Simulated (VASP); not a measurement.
# As in VASP: notebook

Runs on As. Level: PBE+D3(BJ). Tasks: single point.

All numbers are computed with VASP 6.6.1; they aren't measurements. Logs are shortened: lines on timing, memory, paths and dates and some standing lists are left out, and cuts for length are marked.

### 1 The cell of the first run

The cell holds a slab with vacuum, 4 atoms: a = 3.571 Å, b = 3.571 Å, c = 20.295 Å, α = 90.00°, β = 90.00°, γ = 120.00°.

### 2 Single point, PBE+D3(BJ) (layers slid over each other)

INCAR

```
ALGO = Normal ; DIPOL = 0.5 0.5 0.382
EDIFF = 1E-6 ; ENCUT = 520
GGA = PE ; GGA_COMPAT = False
IDIPOL = 3 ; ISIF = 2
ISMEAR = 0 ; IVDW = 12
LASPH = True ; LCHARG = False
LDIPOL = True ; LREAL = False
LWAVE = False ; NBANDS = 38
NELM = 120 ; NELMDL = -8
PREC = Accurate ; SIGMA = 0.05
```

KPOINTS

```
k-points
0
Gamma
  9 9 1
```

POSCAR

```
As
1.0
    3.5713380906      0.0000000000      0.0000000000
   -1.7856690453      3.0928695120      0.0000000000
    0.0000000000      0.0000000000     20.2952802043
As
4
Direct
    0.3333333333      0.6666666667      0.2905917062
    0.6666666667      0.3333333333      0.2217264287
    1.1666666667      0.3333333333      0.5427508314
    0.8333333333      0.6666666667      0.4738855539
```

Potentials or basis: VASP PAW PBE potentials, release 64 (As_d).

The run is started by

```bash
cat potpaw_PBE.64/As_d/POTCAR > POTCAR
mpirun -np 1 vasp_std > vasp.out
```

OUTCAR:

```text
EDIFF = 1E-6
   ENCUT = 520
   GGA = PE
   ISIF = 2
   ISMEAR = 0
   IVDW = 12
   LASPH = True
   LREAL = False
   NELM = 120
   NELMDL = -8
   PREC = Accurate
 IVDW          = 12

 ion  position               nearest neighbor table
   1  0.333  0.667  0.291-   2 2.49   2 2.49   2 2.49
   2  0.667  0.333  0.222-   1 2.49   1 2.49   1 2.49
   3  0.167  0.333  0.543-   4 2.49   4 2.49   4 2.49
   4  0.833  0.667  0.474-   3 2.49   3 2.49   3 2.49

  LATTYP: Found a hexagonal cell.
 ALAT       =     3.5713380906
 C/A-ratio  =     5.6828224294

  Lattice vectors:

 A1 = (   3.5713380906,   0.0000000000,   0.0000000000)
 A2 = (  -1.7856690453,   3.0928695120,   0.0000000000)
 A3 = (   0.0000000000,   0.0000000000,  20.2952802043)

Analysis of symmetry for initial positions (statically):
=====================================================================
 Subroutine PRICEL returns:
 Original cell was already a primitive cell.

 Routine SETGRP: Setting up the symmetry group for a
 hexagonal supercell.

 Subroutine GETGRP returns: Found  4 space group operations
 (whereof  2 operations were pure point group operations)
 out of a pool of 24 trial point group operations.

The static configuration has the point symmetry C_1h.
 The point group associated with its full space group is C_2v.

Analysis of symmetry for dynamics (positions and initial velocities):
=====================================================================
 Subroutine PRICEL returns:
 Original cell was already a primitive cell.

 Routine SETGRP: Setting up the symmetry group for a
 hexagonal supercell.

 Subroutine GETGRP returns: Found  4 space group operations
 (whereof  2 operations were pure point group operations)
 out of a pool of 24 trial point group operations.

The dynamic configuration has the point symmetry C_1h.
 The point group associated with its full space group is C_2v.

 Subroutine INISYM returns: Found  4 space group operations
 (whereof  2 operations are pure point group operations),
 and found     1 'primitive' translations

----------------------------------------------------------------------------------------

                                     Primitive cell

  volume of cell :     224.1752

  direct lattice vectors                    reciprocal lattice vectors
     3.571338091  0.000000000  0.000000000     0.280007094  0.161662171  0.000000000
    -1.785669045  3.092869512  0.000000000     0.000000000  0.323324342  0.000000000
     0.000000000  0.000000000 20.295280204     0.000000000  0.000000000  0.049272540

  length of vectors
     3.571338091  3.571338091 20.295280204     0.323324342  0.323324342  0.049272540

  position of ions in fractional coordinates (direct lattice)
     0.333333333  0.666666667  0.290591706
     0.666666667  0.333333333  0.221726429
     0.166666667  0.333333333  0.542750831
     0.833333333  0.666666667  0.473885554

  ion indices of the primitive-cell ions
   primitive index   ion index
                 1           1
                 2           2
                 3           3
                 4           4

----------------------------------------------------------------------------------------

 KPOINTS: k-points

Automatic generation of k-mesh.
 Grid dimensions read from file:
 generate k-points for:    9    9    1

 Generating k-lattice:

  Cartesian coordinates                     Fractional coordinates (reciprocal lattice)
     0.031111899  0.017962463  0.000000000     0.111111111  0.000000000  0.000000000
     0.000000000  0.035924927  0.000000000     0.000000000  0.111111111  0.000000000
     0.000000000  0.000000000  0.049272540     0.000000000  0.000000000  1.000000000

  Length of vectors
     0.035924927  0.035924927  0.049272540

  Shift w.r.t. Gamma in fractional coordinates (k-lattice)
     0.000000000  0.000000000  0.000000000

 Subroutine IBZKPT returns following result:
 ===========================================

 Found     25 irreducible k-points:

 Following reciprocal coordinates:
            Coordinates               Weight
  0.000000  0.000000  0.000000      1.000000
  0.111111  0.000000  0.000000      4.000000
  0.000000  0.111111  0.000000      2.000000
  0.222222  0.000000  0.000000      4.000000
  0.000000  0.222222  0.000000      2.000000
  0.333333  0.000000  0.000000      4.000000
[... 16 lines left out ...]
 -0.222222 -0.444444  0.000000      4.000000
  0.444444  0.333333  0.000000      4.000000
   k-points           NKPTS =     25   k-points in BZ     NKDIM =     25   number of bands    NBANDS=     38
   number of dos      NEDOS =    301   number of ions     NIONS =      4
   total plane-waves  NPLWV = 125440
   dimension x,y,z NGX =    28 NGY =   28 NGZ =  160
   dimension x,y,z NGXF=    56 NGYF=   56 NGZF=  320
   ions per type =               4
   NGX,Y,Z   is equivalent  to a cutoff of  13.03, 13.03, 13.11 a.u.
   NGXF,Y,Z  is equivalent  to a cutoff of  26.07, 26.07, 26.21 a.u.
 SYSTEM =  unknown system
   PREC   = accura    normal or accurate (medium, high low for compatibility)
   ISTART =      0    job   : 0-new  1-cont  2-samecut
   ICHARG =      2    charge: 1-file 2-atom 10-const
   ISPIN  =      1    spin polarized calculation?
   LNONCOLLINEAR =      F non collinear calculations
   LSORBIT =      F    spin-orbit coupling
   LASPH  =      T    aspherical Exc in radial PAW
   ENCUT  =  520.0 eV  38.22 Ry    6.18 a.u.   6.64  6.64 37.74*2*pi/ulx,y,z
   NELM   =    120;   NELMIN=  2; NELMDL= -8     # of ELM steps
   EDIFF  = 0.1E-05   stopping-criterion for ELM
   LREAL  =      F    real-space projection
   EDIFFG = 0.1E-04   stopping-criterion for IOM
   NSW    =      0    number of steps for IOM
   IBRION =     -1    ionic relax: 0-MD 1-quasi-New 2-CG
   NFREE  =      0    steps in history (QN), initial steepest desc. (CG)
   ISIF   =      2    stress and relaxation
   ISYM   =      2    0-nonsym 1-usesym 2-fastsym
   POTIM  = 0.5000    time-step for ionic-motion
   TEBEG  =    0.0;   TEEND  =   0.0 temperature during run
   PSTRESS=    0.0 pullay stress
   NELECT =      60.0000    total number of electrons
   NUPDOWN=      -1.0000    fix difference up-down
   EMIN   =  10.00;   EMAX   =-10.00  energy-range for DOS
   EFERMI =   0.00;   METHOD = LEGACY
   ISMEAR =     0;   SIGMA  =   0.05  broadening in eV -4-tet -1-fermi 0-gaus
   EFERMI_NEDOS =   21; number of points for ismear=-14 and -15
   IALGO  =     38    algorithm
   IMIX   =      4    mixing-type and parameters
     AMIX     =   0.40;   BMIX     =  1.00
     AMIX_MAG =   1.60;   BMIX_MAG =  1.00
  volume/ion in A,a.u.               =      56.04       378.20
  Fermi-wavevector in a.u.,A,eV,Ry     =   1.055025  1.993708 15.144339  1.113078
  Thomas-Fermi vector in A             =   2.190207
   LORBIT       =      0    0 simple, 1 ext, 2 COOP (PROOUT), +10 PAW based schemes
   GGA     = PE    functional components
   LHFCALC =     F    Hartree Fock is set to
   AEXX    =    0.0000 exact exchange contribution
   IVDW    =    12    specifies the selected vdW correction
   LEPSILON=     F    determine dielectric tensor
   LRPA    =     F    only Hartree local field effects (RPA)
 non-spin polarized calculation
 Gauss-broadening in eV      SIGMA  =   0.05
  energy-cutoff  :      520.00
  volume of cell :      224.18
 maximum number of plane-waves:      6099
   NGX = 13   NGY = 13   NGZ = 75

 dipolmoment           0.000000      0.000000     -0.000004 electrons x Angstroem

 number of electron      59.9999993 magnetization

 dipolmoment           0.000000      0.000000      0.000004 electrons x Angstroem

 Free energy of the ion-electron system (eV)
  ---------------------------------------------------
  ext. energy  EPLUGINS =         0.00000000
  ---------------------------------------------------
  free energy    TOTEN  =       -18.70355308 eV

  energy without entropy =      -18.70355308  energy(sigma->0) =      -18.70355308

 E-fermi :  -1.8100     XC(G=0):  -4.9895

 val. band max:       -2.1388038662   @ k =   0.0000   0.0000   0.0000
 cond. band min:      -0.8705207978   @ k =   0.0000   0.3333   0.0000
 fundamental gap:      1.2682830684
 Fermi energy:        -1.8100040187

 k-point     1 :       0.0000    0.0000    0.0000
  band No.  band energies     occupation
      1     -37.3691      2.00000
      2     -37.3690      2.00000
      3     -37.3688      2.00000
      4     -37.3687      2.00000
      5     -37.3283      2.00000
      6     -37.3282      2.00000
[... 30 lines left out ...]
     37       2.6196      0.00000
     38       2.9064      0.00000

 k-point     2 :       0.1111    0.0000    0.0000
  band No.  band energies     occupation
      1     -37.3686      2.00000
      2     -37.3686      2.00000
      3     -37.3652      2.00000
      4     -37.3652      2.00000
      5     -37.3274      2.00000
      6     -37.3273      2.00000
[... 30 lines left out ...]
     37       2.8479      0.00000
     38       3.1249      0.00000

 k-point     3 :       0.0000    0.1111    0.0000
  band No.  band energies     occupation
      1     -37.3684      2.00000
      2     -37.3684      2.00000
      3     -37.3654      2.00000
      4     -37.3654      2.00000
      5     -37.3272      2.00000
      6     -37.3271      2.00000
[... 30 lines left out ...]
     37       2.8471      0.00000
     38       3.1232      0.00000

 k-point     4 :       0.2222    0.0000    0.0000
  band No.  band energies     occupation
      1     -37.3675      2.00000
      2     -37.3675      2.00000
      3     -37.3555      2.00000
      4     -37.3554      2.00000
      5     -37.3244      2.00000
      6     -37.3244      2.00000
[... 30 lines left out ...]
     37       3.3678      0.00000
     38       3.6828      0.00000
[... 703 lines left out ...]
      4     -37.3243      2.00000
      5     -37.3078      2.00000
      6     -37.3078      2.00000
[... 30 lines left out ...]
     37       5.2626      0.00000
     38       5.3127      0.00000

 k-point    23 :      -0.2222   -0.4444    0.0000
  band No.  band energies     occupation
      1     -37.3663      2.00000
      2     -37.3663      2.00000
      3     -37.3243      2.00000
      4     -37.3243      2.00000
      5     -37.3079      2.00000
      6     -37.3078      2.00000
[... 30 lines left out ...]
     37       5.1218      0.00000
     38       5.3167      0.00000

 k-point    24 :       0.4444    0.3333    0.0000
  band No.  band energies     occupation
      1     -37.3664      2.00000
      2     -37.3664      2.00000
      3     -37.3243      2.00000
      4     -37.3243      2.00000
      5     -37.3080      2.00000
      6     -37.3080      2.00000
[... 30 lines left out ...]
     37       5.2104      0.00000
     38       5.4550      0.00000

 [... further k-points ...]

------------------------ aborting loop because EDIFF is reached ----------------------------------------

 vacuum level on the upper side and lower side of the slab       (xc-potential included)        -0.148        -0.150

 Edisp (eV)   -1.03107

 E8    (eV) :    -0.4494

  FORCE on cell =-STRESS in cart. coord.  units (eV):
  Direction    XX          YY          ZZ          XY          YZ          ZX
  --------------------------------------------------------------------------------------
  -------------------------------------------------------------------------------------
  Total       0.09103    -0.04388    -0.36853     0.00000     0.00000     0.00000
  in kB       0.65056    -0.31363    -2.63391     0.00000     0.00000     0.00000
  external pressure =       -0.77 kB  Pullay stress =        0.00 kB

 VOLUME and BASIS-vectors are now :
 -----------------------------------------------------------------------------
  energy-cutoff  :      520.00
  volume of cell :      224.18
      direct lattice vectors                 reciprocal lattice vectors
     3.571338091  0.000000000  0.000000000     0.280007094  0.161662171  0.000000000
    -1.785669045  3.092869512  0.000000000     0.000000000  0.323324342  0.000000000
     0.000000000  0.000000000 20.295280204     0.000000000  0.000000000  0.049272540

 POSITION                                       TOTAL-FORCE (eV/Angst)
 -----------------------------------------------------------------------------------
     -0.00000      2.06191      5.89764        -0.000000      0.001860      0.094147
      1.78567      1.03096      4.50000         0.000000     -0.001860      0.001561
      0.00000      1.03096     11.01528         0.000000     -0.001860     -0.001561
      1.78567      2.06191      9.61764        -0.000000      0.001860     -0.094147
 -----------------------------------------------------------------------------------
    total drift:                                0.000000     -0.000007      0.000692

  FREE ENERGIE OF THE ION-ELECTRON SYSTEM (eV)
  ---------------------------------------------------
  free  energy   TOTEN  =       -19.7346225410 eV

  energy  without entropy=      -19.7346225410  energy(sigma->0) =      -19.73462254

 vacuum level on the upper side and lower side of the slab         2.999         2.998
```

Run time: 5.6 min. Hardware: 1 thread of Intel Xeon Platinum 8488C (Sapphire Rapids), shared host; peak memory 0.41 GiB.

Results:

* Free energy: -19.7346 eV
* Largest force: 0.094 eV/Å
* Band gap on the k mesh: 1.27 eV (least direct gap 1.80 eV)
* Dispersion energy per atom: -0.258 eV

Forces on the atoms (eV/Å):
```
As   0.000  0.002  0.094
As   0.000 -0.002  0.002
As   0.000 -0.002 -0.002
As   0.000  0.002 -0.094
```

Caveat: the cell differs from its parent crystal (layers slid over each other).

### 3 Single point, PBE+D3(BJ) (layers slid over each other)

INCAR

```
SYSTEM = As
PREC = Accurate
ENCUT = 520
EDIFF = 1E-6
ISMEAR = 0
SIGMA = 0.05
LREAL = .False.
LASPH = .True.
NELM = 120
ALGO = Normal
ISIF = 2
LWAVE = .False.
LCHARG = .False.
LDIPOL = .True.
IDIPOL = 3
DIPOL = 0.5 0.5 0.392
GGA = PE
IVDW = 12
NBANDS = 38
GGA_COMPAT = .False.
NELMDL = -8
```

KPOINTS

```
Automatic mesh
0
Gamma
  9 9 1
  0 0 0
```

POSCAR, as its differences from that of step 2:

```diff
@@ -10,3 +10,3 @@
     0.6666666667      0.3333333333      0.2217264287
-    1.1666666667      0.3333333333      0.5427508314
-    0.8333333333      0.6666666667      0.4738855539
+    1.1666666667      0.3333333333      0.5624598473
+    0.8333333333      0.6666666667      0.4935945698
```

Potentials or basis: VASP PAW PBE potentials, release 64 (As_d).

The run is started by

```bash
cat potpaw_PBE.64/As_d/POTCAR > POTCAR
mpirun -np 1 vasp_std > vasp.out
```

Run time: 9.7 min. Hardware: 1 thread of AMD EPYC 7R43 (Zen 3), shared host; peak memory 0.38 GiB.

It converged, with:

```
Free energy                : -19.6969 eV
Largest force              : 0.095 eV/Å
Band gap on the k mesh     : 1.35 eV (least direct gap 1.92 eV)
Dispersion energy per atom : -0.247 eV
```

Forces in eV/Å, atoms in the order of the input:
```
As   0.000  0.001  0.095
As   0.000 -0.001 -0.004
As   0.000 -0.001  0.004
As   0.000  0.001 -0.095
```

Levels at points of the mesh, in eV from the valence-band top:
```tsv
k point	band 26	band 27	band 28	band 29	band 30	band 31	band 32	band 33	band 34	band 35
(0.00, 0.00, 0.00)	-0.32	-0.02	-0.01	-0.01	0.00	1.92	2.26	3.49	3.50	3.52
```

Caveat: the cell differs from its parent crystal (layers slid over each other).
